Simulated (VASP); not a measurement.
# MgO (rocksalt type) (Fm-3m) in VASP: further runs, part 2 of 3

VASP 6.6.1. The steps go on from the part before.

## Step 3: Single point, PBE

Input file INCAR:

```
SYSTEM = MgO
ALGO     = Normal         ! electronic algorithm
EDIFF    = 1E-6           ! SCF threshold, eV
ENCUT    = 520            ! plane-wave cutoff, eV
GGA      = PE             ! functional
ISIF     = 2              ! what is computed and relaxed
ISMEAR   = -1             ! smearing method
LASPH    = .TRUE.         ! aspherical terms in the spheres
LCHARG   = .TRUE.         ! write CHGCAR
LELF     = .TRUE.         ! ELF
LREAL    = .FALSE.        ! projectors in reciprocal space
LVHAR    = .TRUE.       
LWAVE    = .FALSE.        ! write WAVECAR
NBANDS   = 11             ! bands
NELM     = 80             ! most SCF steps
PREC     = Accurate       ! precision mode
SIGMA    = 0.08           ! smearing width, eV
```

Input file KPOINTS:

```
k-points
0
G
  17 17 17
  0 0 0
```

Input file POSCAR:

```
MgO
1.0
    0.0000000000      1.9574405955      1.9574405955
    1.9574405955      0.0000000000      1.9574405955
    1.9574405955      1.9574405955      0.0000000000
Mg O
1 1
Direct
    0.0000000000      0.0000000000      0.0000000000
    0.5000000000      0.5000000000      0.5000000000
```

Potentials or basis: VASP PAW PBE potentials, release 64 (Mg, O).

Started as:

```console
cat potpaw_PBE.64/Mg/POTCAR potpaw_PBE.64/O/POTCAR > POTCAR
mpirun -np 1 vasp_std > vasp.out
```

OUTCAR:

```text
SYSTEM = MgO
   EDIFF = 1E-6
   ENCUT = 520
   GGA = PE
   ISIF = 2
   ISMEAR = -1
   LASPH = .TRUE.
   LREAL = .FALSE.
   NELM = 80
   PREC = Accurate

 ion  position               nearest neighbor table
   1  0.000  0.000  0.000-   2 1.96   2 1.96   2 1.96   2 1.96   2 1.96   2 1.96
   2  0.500  0.500  0.500-   1 1.96   1 1.96   1 1.96   1 1.96   1 1.96   1 1.96

  LATTYP: Found a face centered cubic cell.
 ALAT       =     3.9148811910

  Lattice vectors:

 A1 = (   0.0000000000,   1.9574405955,   1.9574405955)
 A2 = (   1.9574405955,   0.0000000000,   1.9574405955)
 A3 = (   1.9574405955,   1.9574405955,   0.0000000000)

Analysis of symmetry for initial positions (statically):
=====================================================================
 Subroutine PRICEL returns:
 Original cell was already a primitive cell.

 Routine SETGRP: Setting up the symmetry group for a
 face centered cubic supercell.

 Subroutine GETGRP returns: Found 48 space group operations
 (whereof 48 operations were pure point group operations)
 out of a pool of 48 trial point group operations.

The static configuration has the point symmetry O_h .

Analysis of symmetry for dynamics (positions and initial velocities):
=====================================================================
 Subroutine PRICEL returns:
 Original cell was already a primitive cell.

 Routine SETGRP: Setting up the symmetry group for a
 face centered cubic supercell.

 Subroutine GETGRP returns: Found 48 space group operations
 (whereof 48 operations were pure point group operations)
 out of a pool of 48 trial point group operations.

The dynamic configuration has the point symmetry O_h .

 Subroutine INISYM returns: Found 48 space group operations
 (whereof 48 operations are pure point group operations),
 and found     1 'primitive' translations

----------------------------------------------------------------------------------------

                                     Primitive cell

  volume of cell :      15.0002

  direct lattice vectors                    reciprocal lattice vectors
     0.000000000  1.957440596  1.957440596    -0.255435593  0.255435593  0.255435593
     1.957440596  0.000000000  1.957440596     0.255435593 -0.255435593  0.255435593
     1.957440596  1.957440596  0.000000000     0.255435593  0.255435593 -0.255435593

  length of vectors
     2.768239038  2.768239038  2.768239038     0.442427426  0.442427426  0.442427426

  position of ions in fractional coordinates (direct lattice)
     0.000000000  0.000000000  0.000000000
     0.500000000  0.500000000  0.500000000

  ion indices of the primitive-cell ions
   primitive index   ion index
                 1           1
                 2           2

----------------------------------------------------------------------------------------

 KPOINTS: k-points

Automatic generation of k-mesh.
 Grid dimensions read from file:
 generate k-points for:   17   17   17

 Generating k-lattice:

  Cartesian coordinates                     Fractional coordinates (reciprocal lattice)
    -0.015025623  0.015025623  0.015025623     0.058823529  0.000000000  0.000000000
     0.015025623 -0.015025623  0.015025623     0.000000000  0.058823529  0.000000000
     0.015025623  0.015025623 -0.015025623     0.000000000  0.000000000  0.058823529

  Length of vectors
     0.026025143  0.026025143  0.026025143

  Shift w.r.t. Gamma in fractional coordinates (k-lattice)
     0.000000000  0.000000000  0.000000000

 Subroutine IBZKPT returns following result:
 ===========================================

 Found    165 irreducible k-points:

 Following reciprocal coordinates:
            Coordinates               Weight
  0.000000  0.000000  0.000000      1.000000
  0.058824  0.000000  0.000000      8.000000
  0.117647  0.000000  0.000000      8.000000
  0.176471  0.000000  0.000000      8.000000
  0.235294  0.000000  0.000000      8.000000
  0.294118  0.000000  0.000000      8.000000
[... 16 lines left out ...]
 -0.176471  0.058824  0.000000     24.000000
 -0.117647  0.058824  0.000000     24.000000
 [... further k-points ...]
   k-points           NKPTS =    165   k-points in BZ     NKDIM =    165   number of bands    NBANDS=     11
   number of dos      NEDOS =    301   number of ions     NIONS =      2
   total plane-waves  NPLWV =  13824
   dimension x,y,z NGX =    24 NGY =   24 NGZ =   24
   dimension x,y,z NGXF=    48 NGYF=   48 NGZF=   48
   ions per type =               1   1
   NGX,Y,Z   is equivalent  to a cutoff of  14.41, 14.41, 14.41 a.u.
   NGXF,Y,Z  is equivalent  to a cutoff of  28.83, 28.83, 28.83 a.u.
 SYSTEM =  MgO
   PREC   = accura    normal or accurate (medium, high low for compatibility)
   ISTART =      0    job   : 0-new  1-cont  2-samecut
   ICHARG =      2    charge: 1-file 2-atom 10-const
   ISPIN  =      1    spin polarized calculation?
   LNONCOLLINEAR =      F non collinear calculations
   LSORBIT =      F    spin-orbit coupling
   LASPH  =      T    aspherical Exc in radial PAW
   ENCUT  =  520.0 eV  38.22 Ry    6.18 a.u.   5.15  5.15  5.15*2*pi/ulx,y,z
   NELM   =     80;   NELMIN=  2; NELMDL= -5     # of ELM steps
   EDIFF  = 0.1E-05   stopping-criterion for ELM
   LREAL  =      F    real-space projection
   EDIFFG = 0.1E-04   stopping-criterion for IOM
   NSW    =      0    number of steps for IOM
   IBRION =     -1    ionic relax: 0-MD 1-quasi-New 2-CG
   NFREE  =      0    steps in history (QN), initial steepest desc. (CG)
   ISIF   =      2    stress and relaxation
   ISYM   =      2    0-nonsym 1-usesym 2-fastsym
   POTIM  = 0.5000    time-step for ionic-motion
   TEBEG  =    0.0;   TEEND  =   0.0 temperature during run
   PSTRESS=    0.0 pullay stress
   NELECT =       8.0000    total number of electrons
   NUPDOWN=      -1.0000    fix difference up-down
   EMIN   =  10.00;   EMAX   =-10.00  energy-range for DOS
   EFERMI =   0.00;   METHOD = LEGACY
   ISMEAR =    -1;   SIGMA  =   0.08  broadening in eV -4-tet -1-fermi 0-gaus
   EFERMI_NEDOS =   21; number of points for ismear=-14 and -15
   IALGO  =     38    algorithm
   IMIX   =      4    mixing-type and parameters
     AMIX     =   0.40;   BMIX     =  1.00
     AMIX_MAG =   1.60;   BMIX_MAG =  1.00
  volume/ion in A,a.u.               =       7.50        50.61
  Fermi-wavevector in a.u.,A,eV,Ry     =   1.327617  2.508833 23.981189  1.762568
  Thomas-Fermi vector in A             =   2.456916
   LORBIT       =      0    0 simple, 1 ext, 2 COOP (PROOUT), +10 PAW based schemes
   GGA     = PE    functional components
   LHFCALC =     F    Hartree Fock is set to
   AEXX    =    0.0000 exact exchange contribution
   IVDW    =     0    specifies the selected vdW correction
   LEPSILON=     F    determine dielectric tensor
   LRPA    =     F    only Hartree local field effects (RPA)
 non-spin polarized calculation
  energy-cutoff  :      520.00
  volume of cell :       15.00
 maximum number of plane-waves:       419
 NGX is ok and might be reduce to    24
   NGX = 11   NGY = 11   NGZ = 11

 number of electron       8.0000002 magnetization

 Free energy of the ion-electron system (eV)
  ---------------------------------------------------
  ext. energy  EPLUGINS =         0.00000000
  ---------------------------------------------------
  free energy    TOTEN  =       -11.25828388 eV

  energy without entropy =      -11.25828388  energy(sigma->0) =      -11.25828388

 E-fermi :   6.7205     XC(G=0): -12.1672

 val. band max:        5.0492817154   @ k =   0.0000   0.0000   0.0000
 cond. band min:      12.2266116494   @ k =   0.0000   0.0000   0.0000
 fundamental gap:      7.1773299340
 Fermi energy:         6.7205446699

 k-point     1 :       0.0000    0.0000    0.0000
  band No.  band energies     occupation
      1     -13.4979      2.00000
      2       5.0493      2.00000
      3       5.0493      2.00000
      4       5.0493      2.00000
      5      12.2266      0.00000
      6      22.0666      0.00000
      7      22.0666      0.00000
      8      22.0666      0.00000
      9      26.6075      0.00000
     10      28.6613      0.00000
     11      28.6613      0.00000
[... 309 lines left out ...]
 k-point    24 :      -0.1176    0.0588    0.0000
  band No.  band energies     occupation
      1     -13.1741      2.00000
      2       3.7115      2.00000
      3       4.7329      2.00000
      4       4.8817      2.00000
      5      13.4040      0.00000
      6      19.8573      0.00000
      7      22.7066      0.00000
      8      22.8334      0.00000
      9      27.3789      0.00000
     10      28.3470      0.00000
     11      30.2333      0.00000

 [... further k-points ...]
[... 5 lines left out ...]
  --------------------------------------------------------------------------------------
  -------------------------------------------------------------------------------------
  Total        5.7827837      5.7827837      5.7827837     -0.0000000     -0.0000000      0.0000000
  in kB      617.6632539    617.6632539    617.6632539     -0.0000000     -0.0000000      0.0000000
  external PRESSURE =     617.6632539 kB  Pullay stress =       0.0000000 kB

 VOLUME and BASIS-vectors are now :
 -----------------------------------------------------------------------------
  energy-cutoff  :      520.00
  volume of cell :       15.00
      direct lattice vectors                 reciprocal lattice vectors
     0.000000000  1.957440596  1.957440596    -0.255435593  0.255435593  0.255435593
     1.957440596  0.000000000  1.957440596     0.255435593 -0.255435593  0.255435593
     1.957440596  1.957440596  0.000000000     0.255435593  0.255435593 -0.255435593

 POSITION                                       TOTAL-FORCE (eV/Angst)
 -----------------------------------------------------------------------------------
      0.00000      0.00000      0.00000         0.000000      0.000000      0.000000
      1.95744      1.95744      1.95744        -0.000000     -0.000000      0.000000
 -----------------------------------------------------------------------------------
    total drift:                               -0.000000     -0.000000      0.000000

  FREE ENERGIE OF THE ION-ELECTRON SYSTEM (eV)
  ---------------------------------------------------
  free  energy   TOTEN  =       -11.2582838772 eV

  energy  without entropy=      -11.2582838772  energy(sigma->0) =      -11.25828388
```

It took 20 s on 1 thread of Intel Xeon Platinum 8488C (Sapphire Rapids), shared host; peak memory 0.16 GiB.

Results:

| Property | Result |
| --- | --- |
| Free energy | -11.2583 eV |
| Pressure | 61.8 GPa |
| Band gap on the k mesh | 7.18 eV, direct |

Levels at points of the mesh, in eV from the valence-band top:
| k point | band 1 | band 2 | band 3 | band 4 | band 5 | band 6 | band 7 | band 8 |
| --- | --- | --- | --- | --- | --- | --- | --- | --- |
| (0.00, 0.00, 0.00) | -18.55 | 0.00 | 0.00 | 0.00 | 7.18 | 17.02 | 17.02 | 17.02 |

A k mesh can miss the band edges.

(Continued in part 3 of 3.)
